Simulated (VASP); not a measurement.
# Zn (Im-3m) in VASP: further runs

Zn is run at these levels: PBE0, HSE06; tasks: single point.

Program: VASP 6.6.1. These are calculated values, not measurements. Logs are shortened: lines on timing, memory, paths and dates and some standing lists are left out, and cuts for length are marked.

### Step 1. The cell of the first run

Symmetry: Im-3m, No. 229, cubic system. The conventional cell has a = 3.159 Å, b = 3.159 Å, c = 3.159 Å, α = 90.00°, β = 90.00°, γ = 90.00°. Zn (site symmetry m-3m) has 14 Zn at 2.74 to 3.16 Å within 3.6 Å.

This isn't the form of Zn at room conditions, which is hcp.

### Step 2. Single point, PBE0

The input, POSCAR:

```
Zn
1.0
   -1.5794282763      1.5794282763      1.5794282763
    1.5794282763     -1.5794282763      1.5794282763
    1.5794282763      1.5794282763     -1.5794282763
Zn
1
Direct
    0.0000000000      0.0000000000      0.0000000000
```

The input, INCAR.step1:

```
SYSTEM = Zn
ALGO     = Normal         ! electronic algorithm
EDIFF    = 1E-5           ! SCF threshold, eV
ENCUT    = 520            ! plane-wave cutoff, eV
GGA      = PE             ! functional
ISIF     = 2              ! what is computed and relaxed
ISMEAR   = -1             ! smearing method
LASPH    = .True.         ! aspherical terms in the spheres
LCHARG   = .False.        ! write CHGCAR
LREAL    = .False.        ! projectors in reciprocal space
LWAVE    = .True.         ! write WAVECAR
NBANDS   = 12             ! bands
NELM     = 60             ! most SCF steps
PREC     = Accurate       ! precision mode
SIGMA    = 0.05           ! smearing width, eV
```

The input, INCAR.step2:

```
SYSTEM = Zn
AEXX     = 0.25           ! exact-exchange fraction
ALGO     = Normal         ! electronic algorithm
EDIFF    = 1E-7           ! SCF threshold, eV
ENCUT    = 520            ! plane-wave cutoff, eV
GGA      = PE             ! functional
ISIF     = 2              ! what is computed and relaxed
ISMEAR   = -1             ! smearing method
ISTART   = 1            
LASPH    = .True.         ! aspherical terms in the spheres
LCHARG   = .False.        ! write CHGCAR
LHFCALC  = .True.         ! exact exchange
LREAL    = .False.        ! projectors in reciprocal space
LWAVE    = .False.        ! write WAVECAR
NBANDS   = 12             ! bands
NELM     = 60             ! most SCF steps
PREC     = Accurate       ! precision mode
PRECFOCK = Normal       
SIGMA    = 0.05           ! smearing width, eV
```

The input, KPOINTS:

```
k-points
0
Gamma
  8 8 8
  0 0 0
```

Potentials or basis: VASP PAW PBE potentials, release 64 (Zn).

Command:

```sh
$ cat potpaw_PBE.64/Zn/POTCAR > POTCAR
$ cp INCAR.step1 INCAR
$ mpirun -np 1 vasp_std > vasp.out
$ cp INCAR.step2 INCAR
$ mpirun -np 1 vasp_std > vasp.out
```

OUTCAR:

```text
SYSTEM = Zn
   AEXX = 0.25
   EDIFF = 1E-7
   ENCUT = 520
   GGA = PE
   ISIF = 2
   ISMEAR = -1
   ISTART = 1
   LASPH = .True.
   LHFCALC = .True.
   LREAL = .False.
   NELM = 60
   PREC = Accurate
   PRECFOCK = Normal

 ion  position               nearest neighbor table
   1  0.000  0.000  0.000-

  LATTYP: Found a body centered cubic cell.
 ALAT       =     3.1588565526

  Lattice vectors:

 A1 = (  -1.5794282763,   1.5794282763,   1.5794282763)
 A2 = (   1.5794282763,  -1.5794282763,   1.5794282763)
 A3 = (   1.5794282763,   1.5794282763,  -1.5794282763)

Analysis of symmetry for initial positions (statically):
=====================================================================
 Subroutine PRICEL returns:
 Original cell was already a primitive cell.

 Routine SETGRP: Setting up the symmetry group for a
 body centered cubic supercell.

 Subroutine GETGRP returns: Found 48 space group operations
 (whereof 48 operations were pure point group operations)
 out of a pool of 48 trial point group operations.

The static configuration has the point symmetry O_h .

Analysis of symmetry for dynamics (positions and initial velocities):
=====================================================================
 Subroutine PRICEL returns:
 Original cell was already a primitive cell.

 Routine SETGRP: Setting up the symmetry group for a
 body centered cubic supercell.

 Subroutine GETGRP returns: Found 48 space group operations
 (whereof 48 operations were pure point group operations)
 out of a pool of 48 trial point group operations.

The dynamic configuration has the point symmetry O_h .

 Subroutine INISYM returns: Found 48 space group operations
 (whereof 48 operations are pure point group operations),
 and found     1 'primitive' translations

----------------------------------------------------------------------------------------

                                     Primitive cell

  volume of cell :      15.7601

  direct lattice vectors                    reciprocal lattice vectors
    -1.579428276  1.579428276  1.579428276     0.000000000  0.316570247  0.316570247
     1.579428276 -1.579428276  1.579428276     0.316570247  0.000000000  0.316570247
     1.579428276  1.579428276 -1.579428276     0.316570247  0.316570247  0.000000000

  length of vectors
     2.735650021  2.735650021  2.735650021     0.447697937  0.447697937  0.447697937

  position of ions in fractional coordinates (direct lattice)
     0.000000000  0.000000000  0.000000000

  ion indices of the primitive-cell ions
   primitive index   ion index
                 1           1

----------------------------------------------------------------------------------------

 KPOINTS: k-points

Automatic generation of k-mesh.
 Grid dimensions read from file:
 generate k-points for:    8    8    8

 Generating k-lattice:

  Cartesian coordinates                     Fractional coordinates (reciprocal lattice)
     0.000000000  0.039571281  0.039571281     0.125000000  0.000000000  0.000000000
     0.039571281  0.000000000  0.039571281     0.000000000  0.125000000  0.000000000
     0.039571281  0.039571281  0.000000000     0.000000000  0.000000000  0.125000000

  Length of vectors
     0.055962242  0.055962242  0.055962242

  Shift w.r.t. Gamma in fractional coordinates (k-lattice)
     0.000000000  0.000000000  0.000000000

 Subroutine IBZKPT returns following result:
 ===========================================

 Found     29 irreducible k-points:

 Following reciprocal coordinates:
            Coordinates               Weight
  0.000000  0.000000  0.000000      1.000000
  0.125000  0.000000  0.000000     12.000000
  0.250000  0.000000  0.000000     12.000000
  0.375000  0.000000  0.000000     12.000000
  0.500000  0.000000  0.000000      6.000000
  0.125000  0.125000  0.000000     24.000000
[... 16 lines left out ...]
 -0.250000  0.250000  0.250000      6.000000
 -0.375000  0.375000  0.250000     24.000000
 [... further k-points ...]
   k-points           NKPTS =     29   k-points in BZ     NKDIM =    512   number of bands    NBANDS=     12
   number of dos      NEDOS =    301   number of ions     NIONS =      1
   total plane-waves  NPLWV =   8000
   dimension x,y,z NGX =    20 NGY =   20 NGZ =   20
   dimension x,y,z NGXF=    40 NGYF=   40 NGZF=   40
   ions per type =               1
   NGX,Y,Z   is equivalent  to a cutoff of  12.15, 12.15, 12.15 a.u.
   NGXF,Y,Z  is equivalent  to a cutoff of  24.31, 24.31, 24.31 a.u.
 SYSTEM =  Zn
   PREC   = accura    normal or accurate (medium, high low for compatibility)
   ISTART =      1    job   : 0-new  1-cont  2-samecut
   ICHARG =      0    charge: 1-file 2-atom 10-const
   ISPIN  =      1    spin polarized calculation?
   LNONCOLLINEAR =      F non collinear calculations
   LSORBIT =      F    spin-orbit coupling
   LASPH  =      T    aspherical Exc in radial PAW
   ENCUT  =  520.0 eV  38.22 Ry    6.18 a.u.   5.09  5.09  5.09*2*pi/ulx,y,z
   NELM   =     60;   NELMIN=  2; NELMDL=  0     # of ELM steps
   EDIFF  = 0.1E-06   stopping-criterion for ELM
   LREAL  =      F    real-space projection
   EDIFFG = 0.1E-05   stopping-criterion for IOM
   NSW    =      0    number of steps for IOM
   IBRION =     -1    ionic relax: 0-MD 1-quasi-New 2-CG
   NFREE  =      0    steps in history (QN), initial steepest desc. (CG)
   ISIF   =      2    stress and relaxation
   ISYM   =      3    0-nonsym 1-usesym 2-fastsym
   POTIM  = 0.5000    time-step for ionic-motion
   TEBEG  =    0.0;   TEEND  =   0.0 temperature during run
   PSTRESS=    0.0 pullay stress
   NELECT =      12.0000    total number of electrons
   NUPDOWN=      -1.0000    fix difference up-down
   EMIN   =  10.00;   EMAX   =-10.00  energy-range for DOS
   EFERMI =   0.00;   METHOD = LEGACY
   ISMEAR =    -1;   SIGMA  =   0.05  broadening in eV -4-tet -1-fermi 0-gaus
   EFERMI_NEDOS =   21; number of points for ismear=-14 and -15
   IALGO  =     38    algorithm
   IMIX   =      1    mixing-type and parameters
     AMIX     =   0.40;   BMIX     =  1.00
     AMIX_MAG =   1.60;   BMIX_MAG =  1.00
  volume/ion in A,a.u.               =      15.76       106.35
  Fermi-wavevector in a.u.,A,eV,Ry     =   1.494911  2.824972 30.405741  2.234759
  Thomas-Fermi vector in A             =   2.607123
   LORBIT       =      0    0 simple, 1 ext, 2 COOP (PROOUT), +10 PAW based schemes
   GGA     = PE    functional components
   LHFCALC =     T    Hartree Fock is set to
   PRECFOCK=normal    Normal, Fast or Accurate (Low or Medium for compatibility)
   ENCUT4O =  -1.0   cutoff for four orbital integrals eV
   NKREDX  =     1    reduce k-point grid by
   NKREDY  =     1    reduce k-point grid by
   NKREDZ  =     1    reduce k-point grid by
   AEXX    =    0.2500 exact exchange contribution
   HFSCREEN=    0.0000 screening length (either q_TF or 0.3 A-1)
   HFSCREENC=   0.0000 screening length for correlation (either q_TF or 0.3 A-1)
   ENCUTFOCK=  -1.0 apply spherical cutoff to Coloumb kernel
   IVDW    =     0    specifies the selected vdW correction
   LEPSILON=     F    determine dielectric tensor
   LRPA    =     F    only Hartree local field effects (RPA)
 non-spin polarized calculation
  energy-cutoff  :      520.00
  volume of cell :       15.76
 maximum number of plane-waves:       429
  NGX = 16; NGY = 16; NGZ = 16

 number of electron      12.0000011 magnetization

 Free energy of the ion-electron system (eV)
  ---------------------------------------------------
  ext. energy  EPLUGINS =         0.00000000
  ---------------------------------------------------
  free energy    TOTEN  =        -1.16765961 eV

  energy without entropy =       -1.16593185  energy(sigma->0) =       -1.16679573

 E-fermi :   2.6737     XC(G=0):  -8.9202

 val. band max:        2.4407389956   @ k =   0.3750   0.1250   0.1250
 cond. band min:       2.6886057579   @ k =   0.5000   0.5000   0.2500
 fundamental gap:      0.2478667623
 Fermi energy:         2.6737389161

 k-point     1 :       0.0000    0.0000    0.0000
  band No.  band energies     occupation
      1      -9.0120      2.00000
      2      -7.4751      2.00000
      3      -7.4751      2.00000
      4      -7.4751      2.00000
      5      -7.0044      2.00000
      6      -7.0044      2.00000
      7      23.4498      0.00000
      8      23.4498      0.00000
      9      23.4498      0.00000
     10      24.7386      0.00000
     11      24.7386      0.00000
     12      24.7386      0.00000

 k-point     2 :       0.1250    0.0000    0.0000
  band No.  band energies     occupation
      1      -8.4845      2.00000
      2      -7.5173      2.00000
      3      -7.4473      2.00000
      4      -7.3614      2.00000
      5      -7.0379      2.00000
      6      -7.0012      2.00000
      7      18.2865      0.00000
      8      20.8831      0.00000
      9      21.4299      0.00000
     10      22.6432      0.00000
     11      23.0708      0.00000
     12      24.8458      0.00000

 k-point     3 :       0.2500    0.0000    0.0000
  band No.  band energies     occupation
      1      -7.8235      2.00000
      2      -7.6187      2.00000
      3      -7.0756      2.00000
      4      -7.0729      2.00000
      5      -6.9910      2.00000
      6      -6.4736      2.00000
      7      12.0189      0.00000
      8      18.0519      0.00000
      9      18.9219      0.00000
     10      20.7492      0.00000
     11      21.8178      0.00000
     12      26.4770      0.00000
[... 286 lines left out ...]
 k-point    23 :      -0.2500    0.2500    0.2500
  band No.  band energies     occupation
      1      -7.4727      2.00000
      2      -7.4370      2.00000
      3      -7.2592      2.00000
      4      -7.2592      2.00000
      5      -7.0890      2.00000
      6      -4.1673      2.00000
      7      12.9442      0.00000
      8      12.9442      0.00000
      9      14.8810      0.00000
     10      15.3374      0.00000
     11      28.7442      0.00000
     12      28.7442      0.00000

 k-point    24 :      -0.3750    0.3750    0.2500
  band No.  band energies     occupation
      1      -7.6818      2.00000
      2      -7.5477      2.00000
      3      -7.2545      2.00000
      4      -7.1049      2.00000
      5      -6.8185      2.00000
      6      -1.2884      2.00000
      7       8.2335      0.00000
      8      11.1779      0.00000
      9      13.8780      0.00000
     10      16.7231      0.00000
     11      24.2840      0.00000
     12      27.6814      0.00000

 [... further k-points ...]

------------------------ aborting loop because EDIFF is reached ----------------------------------------

  FORCE on cell =-STRESS in cart. coord.  units (eV):
  Direction    XX          YY          ZZ          XY          YZ          ZX
  --------------------------------------------------------------------------------------
  -------------------------------------------------------------------------------------
  Total       -0.2654046     -0.2654046     -0.2654046      0.0000000     -0.0000000      0.0000000
  in kB      -26.9810790    -26.9810790    -26.9810790      0.0000000     -0.0000000      0.0000000
  external PRESSURE =     -26.9810790 kB  Pullay stress =       0.0000000 kB

 VOLUME and BASIS-vectors are now :
 -----------------------------------------------------------------------------
  energy-cutoff  :      520.00
  volume of cell :       15.76
      direct lattice vectors                 reciprocal lattice vectors
    -1.579428276  1.579428276  1.579428276     0.000000000  0.316570247  0.316570247
     1.579428276 -1.579428276  1.579428276     0.316570247  0.000000000  0.316570247
     1.579428276  1.579428276 -1.579428276     0.316570247  0.316570247  0.000000000

 POSITION                                       TOTAL-FORCE (eV/Angst)
 -----------------------------------------------------------------------------------
      0.00000      0.00000      0.00000        -0.000000      0.000000      0.000000
 -----------------------------------------------------------------------------------
    total drift:                               -0.000000     -0.000000     -0.000000

  FREE ENERGIE OF THE ION-ELECTRON SYSTEM (eV)
  ---------------------------------------------------
  free  energy   TOTEN  =        -1.1676596091 eV

  energy  without entropy=       -1.1659318488  energy(sigma->0) =       -1.16679573
```

Run time: 59 min. Hardware: 1 thread of Intel Xeon 8259CL, shared host; peak memory 0.14 GiB.

Results:

```
Free energy            : -1.1677 eV
Pressure               : -2.7 GPa
Band gap on the k mesh : zero (bands 6 and 7 overlap by 6.38 eV)
```

Levels at points of the mesh, in eV from the Fermi level:
```tsv
k point	band 4	band 5	band 6	band 7	band 8	band 9
(0.00, 0.00, 0.00)	-10.15	-9.68	-9.68	20.78	20.78	20.78
(0.50, 0.00, 0.00)	-9.64	-9.31	-3.05	-1.06	12.83	14.09
(0.50, 0.50, 0.50)	-9.38	-9.38	5.32	5.32	5.32	9.05
```

Caveat: the PAW data sets were made with another functional, which shifts forces and pressure a little.

### Step 3. Single point, HSE06

This run uses another cell than the first one, of 15.45 Å³/atom.

The input, POSCAR:

```
Zn
1.0
   -1.5690370000      1.5690370000      1.5690370000
    1.5690370000     -1.5690370000      1.5690370000
    1.5690370000      1.5690370000     -1.5690370000
Zn
1
Direct
    0.0000000000      0.0000000000      0.0000000000
```

The input, INCAR.step1:

```
PREC     = Accurate       # precision mode
ENCUT    = 520            # plane-wave cutoff, eV
EDIFF    = 1E-5           # SCF threshold, eV
ISMEAR   = -1             # smearing method
SIGMA    = 0.05           # smearing width, eV
LREAL    = False          # projectors in reciprocal space
LASPH    = True           # aspherical terms in the spheres
NELM     = 80             # most SCF steps
ALGO     = Normal         # electronic algorithm
ISIF     = 2              # what is computed and relaxed
LWAVE    = True           # write WAVECAR
LCHARG   = False          # write CHGCAR
NBANDS   = 12             # bands
GGA      = PE             # functional
```

The input, INCAR.step2:

```
PREC     = Accurate       # precision mode
ENCUT    = 520            # plane-wave cutoff, eV
EDIFF    = 1E-6           # SCF threshold, eV
ISMEAR   = -1             # smearing method
SIGMA    = 0.05           # smearing width, eV
LREAL    = False          # projectors in reciprocal space
LASPH    = True           # aspherical terms in the spheres
NELM     = 80             # most SCF steps
ALGO     = Normal         # electronic algorithm
ISIF     = 2              # what is computed and relaxed
LWAVE    = False          # write WAVECAR
LCHARG   = False          # write CHGCAR
GGA      = PE             # functional
LHFCALC  = True           # exact exchange
HFSCREEN = 0.2079         # screening, 1/A
PRECFOCK = Normal       
NBANDS   = 12             # bands
ISTART   = 1
```

The input, KPOINTS:

```
Automatic mesh
0
Gamma
  8 8 8
```

Potentials or basis: VASP PAW PBE potentials, release 64 (Zn).

Command:

```sh
$ cat potpaw_PBE.64/Zn/POTCAR > POTCAR
$ cp INCAR.step1 INCAR
$ mpirun -np 1 vasp_std > vasp.out
$ cp INCAR.step2 INCAR
$ mpirun -np 1 vasp_std > vasp.out
```

Wall time 15 min (1 thread of AMD EPYC 9R45 (Zen 5), shared host); peak memory 0.21 GiB.

Results (log left out):

| Quantity | Value |
| --- | --- |
| Free energy | -1.1571 eV |
| Pressure | -1.8 GPa |
| Band gap on the k mesh | zero (bands 6 and 7 overlap by 5.74 eV) |

Levels at points of the mesh, in eV from the Fermi level:
| k point | band 3 | band 4 | band 5 | band 6 | band 7 | band 8 | band 9 | band 10 |
| --- | --- | --- | --- | --- | --- | --- | --- | --- |
| (0.00, 0.00, 0.00) | -9.84 | -9.84 | -9.36 | -9.36 | 20.67 | 20.67 | 20.67 | 21.82 |
| (0.50, 0.00, 0.00) | -9.37 | -9.32 | -8.98 | -2.85 | -0.81 | 12.56 | 13.80 | 16.33 |
| (0.50, 0.50, 0.50) | -9.05 | -9.05 | -9.05 | 4.93 | 4.93 | 4.93 | 8.87 | 9.17 |

Caveat: the PAW data sets were made with another functional, which shifts forces and pressure a little.

The gap in the log of VASP goes by the Fermi energy; the results here count the filled bands.